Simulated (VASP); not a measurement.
Input of a VASP 6.6.1 run:

File INCAR:

```
SYSTEM = NaHg2
PREC = Accurate
ENCUT = 500
EDIFF = 1E-6
ISMEAR = -1
SIGMA = 0.1
LREAL = .FALSE.
LASPH = .TRUE.
NELM = 120
ALGO = Normal
ISIF = 2
LWAVE = .FALSE.
LCHARG = .FALSE.
NBANDS = 22
GGA_COMPAT = .FALSE.
```

Contents of KPOINTS:

```
regular mesh
0
G
  5 5 6
  0 0 0
```

Contents of POSCAR:

```
NaHg2
1.0
    5.0290000000      0.0000000000      0.0000000000
   -2.5145000000      4.3552417556      0.0000000000
    0.0000000000      0.0000000000      3.2304000000
Na Hg
1 2
Direct
    0.0000000000      0.0000000000      0.0000000000
    0.3333333333      0.6666666667      0.5000000000
    0.6666666667      0.3333333333      0.5000000000
```

Potentials or basis: VASP PAW LDA potentials, release 64 (Na_pv, Hg).

Launch:

```sh
$ cat potpaw_LDA.64/Na_pv/POTCAR potpaw_LDA.64/Hg/POTCAR > POTCAR
$ mpirun -np 1 vasp_std > vasp.out
```

(1) Predict the band gap on the k mesh.

(2) Predict the pressure.

Answers

(1) zero (an odd number of electrons rules out a gap without spin polarisation).

(2) -2.4 GPa.

Caveat: spin-orbit coupling is left out, which moves the levels of the heavy elements.
